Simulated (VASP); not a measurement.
# PbSe (rocksalt type) (Fm-3m) in VASP: further runs, part 2 of 3

VASP 6.6.1. The steps go on from the part before.

### 3 Electric field gradients, PBE (29.27 Å³/atom)

This run uses another cell than the first one, of 29.27 Å³/atom.

File INCAR:

```
SYSTEM = PbSe
ALGO = Normal
EDIFF = 1E-8
ENCUT = 520
GGA = PE
ISIF = 2
ISMEAR = -1
LASPH = .TRUE.
LCHARG = .FALSE.
LEFG = .TRUE.
LREAL = .FALSE.
LWAVE = .FALSE.
NBANDS = 17
NELM = 100
PREC = Accurate
SIGMA = 0.03
```

File KPOINTS:

```
k-points
0
G
  10 10 10
  0 0 0
```

File POSCAR:

```
PbSe
1.0
    0.0000000000      3.0818427091      3.0818427091
    3.0818427091      0.0000000000      3.0818427091
    3.0818427091      3.0818427091      0.0000000000
Pb Se
1 1
Direct
    0.0000000000      0.0000000000      0.0000000000
    0.5000000000      0.5000000000      0.5000000000
```

Potentials or basis: VASP PAW PBE potentials, release 64 (Pb_d, Se).

The run is started by

```console
$ cat potpaw_PBE.64/Pb_d/POTCAR potpaw_PBE.64/Se/POTCAR > POTCAR
$ mpirun -np 1 vasp_std > vasp.out
```

OUTCAR:

```text
SYSTEM = PbSe
   EDIFF = 1E-8
   ENCUT = 520
   GGA = PE
   ISIF = 2
   ISMEAR = -1
   LASPH = .TRUE.
   LREAL = .FALSE.
   NELM = 100
   PREC = Accurate

 ion  position               nearest neighbor table
   1  0.000  0.000  0.000-   2 3.08   2 3.08   2 3.08   2 3.08   2 3.08   2 3.08
   2  0.500  0.500  0.500-   1 3.08   1 3.08   1 3.08   1 3.08   1 3.08   1 3.08

  LATTYP: Found a face centered cubic cell.
 ALAT       =     6.1636854182

  Lattice vectors:

 A1 = (   0.0000000000,   3.0818427091,   3.0818427091)
[... 692 lines left out ...]
  ---------------------------------------------------
  free  energy   TOTEN  =        -8.1916968677 eV

  energy  without entropy=       -8.1916883616  energy(sigma->0) =       -8.19169261

 Electric field gradients (V/A^2)
---------------------------------------------------------------------
 ion       V_xx      V_yy      V_zz      V_xy      V_xz      V_yz
---------------------------------------------------------------------
   1      -0.000    -0.000    -0.000     0.001     0.001     0.001
   2      -0.000    -0.000     0.000     0.000     0.000     0.000
---------------------------------------------------------------------

 Electric field gradients after diagonalization (V/A^2)
 (convention: |V_zz| > |V_xx| > |V_yy|)
----------------------------------------------------------------------
 ion       V_xx      V_yy      V_zz     asymmetry (V_yy - V_xx)/ V_zz
----------------------------------------------------------------------
   1      -0.001    -0.001     0.002       0.000
   2      -0.000    -0.000     0.001       0.000
----------------------------------------------------------------------

           NMR quadrupolar parameters

 Cq : quadrupolar parameter    Cq=e*Q*V_zz/h
 eta: asymmetry parameters     (V_yy - V_xx)/ V_zz
 Q  : nuclear electric quadrupole moment in mb (millibarn)
----------------------------------------------------------------------
 ion       Cq(MHz)       eta       Q (mb)
----------------------------------------------------------------------
   1       0.000       0.000       1.000
   2       0.000       0.000       1.000
----------------------------------------------------------------------
```

OSZICAR:

```text
N       E                     dE             d eps       ncg     rms          rms(c)
DAV:   1     0.155798306656E+03    0.15580E+03   -0.94877E+03  1614   0.119E+03
DAV:   2     0.354741694543E+01   -0.15225E+03   -0.14722E+03  1643   0.309E+02
DAV:   3    -0.821366197413E+01   -0.11761E+02   -0.11680E+02  2090   0.911E+01
DAV:   4    -0.848564438329E+01   -0.27198E+00   -0.27180E+00  1934   0.152E+01
DAV:   5    -0.849466613229E+01   -0.90217E-02   -0.90214E-02  2328   0.276E+00    0.274E+00
DAV:   6    -0.819291926578E+01    0.30175E+00   -0.74770E-01  2394   0.582E+00    0.152E+00
DAV:   7    -0.818853778500E+01    0.43815E-02   -0.12525E-01  1923   0.168E+00    0.849E-01
DAV:   8    -0.819216804281E+01   -0.36303E-02   -0.14234E-02  1904   0.128E+00    0.181E-01
DAV:   9    -0.819161119068E+01    0.55685E-03   -0.31212E-03  2485   0.530E-01    0.550E-02
DAV:  10    -0.819168921865E+01   -0.78028E-04   -0.24047E-04  1893   0.882E-02    0.198E-02
DAV:  11    -0.819169687590E+01   -0.76572E-05   -0.59638E-05  2065   0.778E-02    0.907E-03
DAV:  12    -0.819169681996E+01    0.55932E-07   -0.31847E-06  2041   0.117E-02    0.233E-03
DAV:  13    -0.819169683448E+01   -0.14516E-07   -0.21378E-07  2030   0.411E-03    0.558E-04
DAV:  14    -0.819169686210E+01   -0.27621E-07   -0.94915E-08  1760   0.175E-03    0.248E-04
DAV:  15    -0.819169686774E+01   -0.56350E-08   -0.16138E-09  1768   0.305E-04
   1 F= -.81916969E+01 E0= -.81916926E+01  d E =-.850611E-05
```

stdout:

```text
POSCAR found type information on POSCAR PbSe
 POSCAR found :  2 types and       2 ions
 scaLAPACK will be used
 LDA part: xc-table for (Slater+PW92), standard interpolation
 POSCAR, INCAR and KPOINTS ok, starting setup
 FFT: planning ... GRIDC
 FFT: planning ... GRID_SOFT
 FFT: planning ... GRID
 WAVECAR not read
 entering main loop
ion   1

ion   2
```

Run time: 55 s. Hardware: 1 thread of Intel Xeon 8259CL, shared host; peak memory 0.2 GiB.

What came out:

```yaml
Free_energy: -8.1917 eV
Pressure: 1.3 GPa
Band_gap_on_the_k_mesh: 0.36 eV
Largest_electric_field_gradient_by_atom: under 0.05 V/Å² on every atom
```

Levels at points of the mesh, in eV from the valence-band top:
| k point | band 8 | band 9 | band 10 | band 11 | band 12 | band 13 |
| --- | --- | --- | --- | --- | --- | --- |
| (0.00, 0.00, 0.00) | -1.77 | -1.77 | -1.77 | 4.68 | 4.68 | 4.68 |
| (0.50, 0.00, 0.00) | -1.38 | -1.38 | 0.00 | 0.36 | 1.76 | 1.76 |
| (0.50, 0.50, 0.00) | -4.80 | -3.09 | -3.09 | 3.80 | 5.55 | 5.55 |

Caveat: spin-orbit coupling is left out, which moves the levels of the heavy elements. A k mesh can miss the band edges.

### 4 Electric field gradients, PBE

This run uses another cell than the first one, of 30.02 Å³/atom.

File INCAR:

```
ALGO = Normal
EDIFF = 1E-8
ENCUT = 520
GGA = PE
ISIF = 2
ISMEAR = -1
LASPH = True
LCHARG = False
LEFG = True
LREAL = False
LWAVE = False
NBANDS = 17
NELM = 60
PREC = Accurate
SIGMA = 0.03
```

File KPOINTS:

```
k-points
0
Gamma
  10 10 10
```

File POSCAR:

```
PbSe
1.0
    0.0000000000      3.1079612655      3.1079612655
    3.1079612655      0.0000000000      3.1079612655
    3.1079612655      3.1079612655      0.0000000000
Pb Se
1 1
Direct
    0.0000000000      0.0000000000      0.0000000000
    0.5000000000      0.5000000000      0.5000000000
```

Potentials or basis: VASP PAW PBE potentials, release 64 (Pb_d, Se).

The run is started by

```console
$ cat potpaw_PBE.64/Pb_d/POTCAR potpaw_PBE.64/Se/POTCAR > POTCAR
$ mpirun -np 1 vasp_std > vasp.out
```

OUTCAR:

```text
EDIFF = 1E-8
   ENCUT = 520
   GGA = PE
   ISIF = 2
   ISMEAR = -1
   LASPH = True
   LREAL = False
   NELM = 60
   PREC = Accurate

 ion  position               nearest neighbor table
   1  0.000  0.000  0.000-   2 3.11   2 3.11   2 3.11   2 3.11   2 3.11   2 3.11
   2  0.500  0.500  0.500-   1 3.11   1 3.11   1 3.11   1 3.11   1 3.11   1 3.11

  LATTYP: Found a face centered cubic cell.
 ALAT       =     6.2159225310

  Lattice vectors:

 A1 = (   0.0000000000,   3.1079612655,   3.1079612655)
 A2 = (   3.1079612655,   0.0000000000,   3.1079612655)
 A3 = (   3.1079612655,   3.1079612655,   0.0000000000)

Analysis of symmetry for initial positions (statically):
=====================================================================
 Subroutine PRICEL returns:
 Original cell was already a primitive cell.

 Routine SETGRP: Setting up the symmetry group for a
 face centered cubic supercell.

 Subroutine GETGRP returns: Found 48 space group operations
 (whereof 48 operations were pure point group operations)
 out of a pool of 48 trial point group operations.

The static configuration has the point symmetry O_h .

Analysis of symmetry for dynamics (positions and initial velocities):
=====================================================================
 Subroutine PRICEL returns:
 Original cell was already a primitive cell.

 Routine SETGRP: Setting up the symmetry group for a
 face centered cubic supercell.

 Subroutine GETGRP returns: Found 48 space group operations
 (whereof 48 operations were pure point group operations)
 out of a pool of 48 trial point group operations.

The dynamic configuration has the point symmetry O_h .

 Subroutine INISYM returns: Found 48 space group operations
 (whereof 48 operations are pure point group operations),
 and found     1 'primitive' translations

----------------------------------------------------------------------------------------

                                     Primitive cell

  volume of cell :      60.0422

  direct lattice vectors                    reciprocal lattice vectors
     0.000000000  3.107961266  3.107961266    -0.160877166  0.160877166  0.160877166
     3.107961266  0.000000000  3.107961266     0.160877166 -0.160877166  0.160877166
     3.107961266  3.107961266  0.000000000     0.160877166  0.160877166 -0.160877166

  length of vectors
     4.395320973  4.395320973  4.395320973     0.278647425  0.278647425  0.278647425

  position of ions in fractional coordinates (direct lattice)
     0.000000000  0.000000000  0.000000000
     0.500000000  0.500000000  0.500000000

  ion indices of the primitive-cell ions
   primitive index   ion index
                 1           1
                 2           2

----------------------------------------------------------------------------------------

 KPOINTS: k-points

Automatic generation of k-mesh.
 Grid dimensions read from file:
 generate k-points for:   10   10   10

 Generating k-lattice:

[... 69 lines left out ...]
   POTIM  = 0.5000    time-step for ionic-motion
   TEBEG  =    0.0;   TEEND  =   0.0 temperature during run
   PSTRESS=    0.0 pullay stress
   NELECT =      20.0000    total number of electrons
   NUPDOWN=      -1.0000    fix difference up-down
   EMIN   =  10.00;   EMAX   =-10.00  energy-range for DOS
   EFERMI =   0.00;   METHOD = LEGACY
   ISMEAR =    -1;   SIGMA  =   0.03  broadening in eV -4-tet -1-fermi 0-gaus
   EFERMI_NEDOS =   21; number of points for ismear=-14 and -15
   IALGO  =     38    algorithm
   IMIX   =      4    mixing-type and parameters
     AMIX     =   0.40;   BMIX     =  1.00
     AMIX_MAG =   1.60;   BMIX_MAG =  1.00
  volume/ion in A,a.u.               =      30.02       202.59
  Fermi-wavevector in a.u.,A,eV,Ry     =   1.134835  2.144526 17.522257  1.287850
  Thomas-Fermi vector in A             =   2.271539
   LORBIT       =      0    0 simple, 1 ext, 2 COOP (PROOUT), +10 PAW based schemes
   GGA     = PE    functional components
   LHFCALC =     F    Hartree Fock is set to
   AEXX    =    0.0000 exact exchange contribution
   IVDW    =     0    specifies the selected vdW correction
   LEPSILON=     F    determine dielectric tensor
   LRPA    =     F    only Hartree local field effects (RPA)
 non-spin polarized calculation
  energy-cutoff  :      520.00
  volume of cell :       60.04
 maximum number of plane-waves:      1639
 NGX is ok and might be reduce to    36
   NGX = 17   NGY = 17   NGZ = 17

 number of electron      20.0000002 magnetization

 Free energy of the ion-electron system (eV)
  ---------------------------------------------------
  ext. energy  EPLUGINS =         0.00000000
  ---------------------------------------------------
  free energy    TOTEN  =        -8.19815345 eV

  energy without entropy =       -8.19815064  energy(sigma->0) =       -8.19815205

 E-fermi :   4.6965     XC(G=0):  -9.3190

 val. band max:        4.4789223552   @ k =   0.5000   0.0000   0.0000
 cond. band min:       4.9140414247   @ k =   0.5000   0.0000   0.0000
 fundamental gap:      0.4351190695
 Fermi energy:         4.6964838888

 k-point     1 :       0.0000    0.0000    0.0000
  band No.  band energies     occupation
      1     -12.2568      2.00000
      2     -12.2568      2.00000
      3     -12.2568      2.00000
      4     -12.2507      2.00000
      5     -12.2507      2.00000
      6      -8.7025      2.00000
[... 457 lines left out ...]
      4     -12.2289      2.00000
      5     -12.2266      2.00000
      6      -7.7356      2.00000
[... 9 lines left out ...]
     16      15.1776      0.00000
     17      15.8873      0.00000

 [... further k-points ...]

------------------------ aborting loop because EDIFF is reached ----------------------------------------

  FORCE on cell =-STRESS in cart. coord.  units (eV):
  Direction    XX          YY          ZZ          XY          YZ          ZX
  --------------------------------------------------------------------------------------
  -------------------------------------------------------------------------------------
  Total        0.0111806      0.0111806      0.0111806     -0.0000000     -0.0000000      0.0000000
  in kB        0.2983438      0.2983438      0.2983438     -0.0000000     -0.0000000      0.0000000
  external PRESSURE =       0.2983438 kB  Pullay stress =       0.0000000 kB

 VOLUME and BASIS-vectors are now :
 -----------------------------------------------------------------------------
  energy-cutoff  :      520.00
  volume of cell :       60.04
      direct lattice vectors                 reciprocal lattice vectors
     0.000000000  3.107961266  3.107961266    -0.160877166  0.160877166  0.160877166
     3.107961266  0.000000000  3.107961266     0.160877166 -0.160877166  0.160877166
     3.107961266  3.107961266  0.000000000     0.160877166  0.160877166 -0.160877166

 POSITION                                       TOTAL-FORCE (eV/Angst)
 -----------------------------------------------------------------------------------
      0.00000      0.00000      0.00000         0.000000      0.000000      0.000000
      3.10796      3.10796      3.10796         0.000000      0.000000      0.000000
 -----------------------------------------------------------------------------------
    total drift:                                0.000000      0.000000      0.000000

  FREE ENERGIE OF THE ION-ELECTRON SYSTEM (eV)
  ---------------------------------------------------
  free  energy   TOTEN  =        -8.1981534502 eV

  energy  without entropy=       -8.1981506442  energy(sigma->0) =       -8.19815205

 Electric field gradients (V/A^2)
---------------------------------------------------------------------
 ion       V_xx      V_yy      V_zz      V_xy      V_xz      V_yz
---------------------------------------------------------------------
   1      -0.000    -0.000     0.000     0.000     0.000     0.000
   2      -0.000    -0.000     0.000     0.000     0.000     0.000
---------------------------------------------------------------------

 Electric field gradients after diagonalization (V/A^2)
 (convention: |V_zz| > |V_xx| > |V_yy|)
----------------------------------------------------------------------
 ion       V_xx      V_yy      V_zz     asymmetry (V_yy - V_xx)/ V_zz
----------------------------------------------------------------------
   1      -0.000    -0.000     0.001       0.000
   2      -0.000    -0.000     0.001       0.000
----------------------------------------------------------------------

           NMR quadrupolar parameters

 Cq : quadrupolar parameter    Cq=e*Q*V_zz/h
 eta: asymmetry parameters     (V_yy - V_xx)/ V_zz
 Q  : nuclear electric quadrupole moment in mb (millibarn)
----------------------------------------------------------------------
 ion       Cq(MHz)       eta       Q (mb)
----------------------------------------------------------------------
   1       0.000       0.000       1.000
   2       0.000       0.000       1.000
----------------------------------------------------------------------
```

OSZICAR:

```text
N       E                     dE             d eps       ncg     rms          rms(c)
DAV:   1     0.155917864792E+03    0.15592E+03   -0.94783E+03  1606   0.121E+03
DAV:   2     0.290468125068E+01   -0.15301E+03   -0.14752E+03  1703   0.301E+02
DAV:   3    -0.822966152027E+01   -0.11134E+02   -0.11056E+02  2005   0.874E+01
DAV:   4    -0.851064818837E+01   -0.28099E+00   -0.28070E+00  2025   0.155E+01
DAV:   5    -0.851967099989E+01   -0.90228E-02   -0.90221E-02  2266   0.271E+00    0.271E+00
DAV:   6    -0.819882433733E+01    0.32085E+00   -0.81210E-01  2394   0.588E+00    0.147E+00
DAV:   7    -0.819490061650E+01    0.39237E-02   -0.12867E-01  1904   0.167E+00    0.841E-01
DAV:   8    -0.819868119009E+01   -0.37806E-02   -0.15038E-02  1926   0.129E+00    0.195E-01
DAV:   9    -0.819805230147E+01    0.62889E-03   -0.33537E-03  2436   0.527E-01    0.606E-02
DAV:  10    -0.819814504170E+01   -0.92740E-04   -0.25487E-04  1852   0.913E-02    0.217E-02
DAV:  11    -0.819815332626E+01   -0.82846E-05   -0.56263E-05  2111   0.764E-02    0.866E-03
DAV:  12    -0.819815337219E+01   -0.45931E-07   -0.29053E-06  2021   0.117E-02    0.198E-03
DAV:  13    -0.819815340435E+01   -0.32152E-07   -0.20603E-07  2033   0.406E-03    0.520E-04
DAV:  14    -0.819815344176E+01   -0.37412E-07   -0.80075E-08  1770   0.138E-03    0.159E-04
DAV:  15    -0.819815345017E+01   -0.84103E-08   -0.91663E-10  1750   0.258E-04
   1 F= -.81981535E+01 E0= -.81981520E+01  d E =-.280601E-05
```

stdout:

```text
POSCAR found type information on POSCAR PbSe
 POSCAR found :  2 types and       2 ions
 scaLAPACK will be used
 LDA part: xc-table for (Slater+PW92), standard interpolation
 POSCAR, INCAR and KPOINTS ok, starting setup
 FFT: planning ... GRIDC
 FFT: planning ... GRID_SOFT
 FFT: planning ... GRID
 WAVECAR not read
 entering main loop
ion   1

ion   2
```

Run time: 91 s. Hardware: 1 thread of Intel Xeon 8259CL, shared host; peak memory 0.23 GiB.

What came out:

* Free energy: -8.1982 eV
* Pressure: 0.0 GPa
* Band gap on the k mesh: 0.44 eV
* Largest electric field gradient by atom: under 0.05 V/Å² on every atom

Caveat: spin-orbit coupling is left out, which moves the levels of the heavy elements. A k mesh can miss the band edges.

(Part 2 of 3 ends here.)
